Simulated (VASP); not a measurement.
Pt: single point with r2SCAN

Pt:

```
Pt
1.0
     0.00000    2.02995    2.02995
     2.02995    0.00000    2.02995
     2.02995    2.02995    0.00000
Pt
1
Direct
  0.00000 0.00000 0.00000
```

```
Program             : VASP 6.6.1
Task                : single point
Functional          : r2SCAN
Potentials or basis : VASP PAW PBE potentials, release 64 (Pt)
Cutoff              : 520 eV
k mesh              : 14 × 14 × 14
Occupations         : fermi-dirac, width 0.1 eV
Spin                : no spin polarisation
```

- Pressure: -18.4 GPa
- Band gap on the k mesh: zero (band 5 reaches 9.56 eV, above the bottom of band 6 at 7.56 eV)

Levels at points of the mesh, in eV from the Fermi level:
```
           k point  band 2  band 3  band 4  band 5  band 6  band 7  band 8  band 9
(0.00, 0.00, 0.00)   -3.30   -3.30   -3.30   -1.49   -1.49   15.72   20.27   20.27
(0.50, 0.00, 0.00)   -3.38   -3.38    0.01    0.01    0.14    5.38   15.33   19.16
(0.50, 0.50, 0.00)   -5.81   -0.07    0.43    0.43    2.16    8.24   11.66   11.66
```

Run time: 86 s on 1 thread of Intel Xeon 8259CL, with other jobs on the host, peak memory 0.16 GiB.

Caveat: the PAW data sets were made with another functional, which shifts forces and pressure a little; spin-orbit coupling is left out, which moves the levels of the heavy elements.
